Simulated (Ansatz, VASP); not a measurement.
One calculation of C, two programs

```xyz
15
Lattice="0.0000 3.5538 -3.5538 -3.5538 0.0000 -3.5538 -3.5538 3.5538 0.0000" Properties=species:S:1:pos:R:3 pbc="T T T"
C    -3.5538    1.7769   -3.5538
C    -1.7769    3.5538   -3.5538
C    -1.7769    1.7769   -1.7769
C    -5.3307    5.3307   -5.3307
C    -5.3307    3.5538   -3.5538
C    -3.5538    5.3307   -3.5538
C    -3.5538    3.5538   -1.7769
C    -2.6653    4.4422   -4.4422
C    -2.6653    2.6653   -2.6653
C    -4.2597    4.2597   -6.2510
C    -4.4422    2.6653   -4.4422
C    -4.4422    6.2191   -4.4422
C    -4.4422    4.4422   -2.6653
C    -6.2191    6.2191   -6.2191
C    -6.2191    4.4422   -4.4422
```

Change from the starting cell: C vacancy; atom 10 moved 0.125 of the way to it and -0.175 Å across, host rigid.

Alike in both runs: task single point; functional PBEsol; k mesh 6 × 6 × 6; occupations gaussian, width 0.05 eV; no spin polarisation.

```csv
,VASP,Ansatz
version,VASP 6.6.1,Ansatz 0.2.0
potentials or method,"VASP PAW PBE potentials, release 64 (C), cutoff 520 eV","scalar-relativistic, plane waves, PAW"
valence electrons in the cell,60,60
```

```tsv
	VASP	Ansatz	Ansatz less VASP
gap on the k mesh at the Fermi level (eV)	none	none	-
pressure (GPa)	-7.2	-8.3	-1.06
traceless stress, the component that is largest in VASP (GPa)	6.68	6.68	+0.003
rms of the force components (eV/Å)	1.357	1.365	+0.0080
```

VASP's potentials were made for PBE, not for PBEsol, and Ansatz warns of the same on its side. Atom by atom the forces differ by 0.013 eV/Å (rms over components). A gap of «none» marks a metal or a gap that the smearing closes.
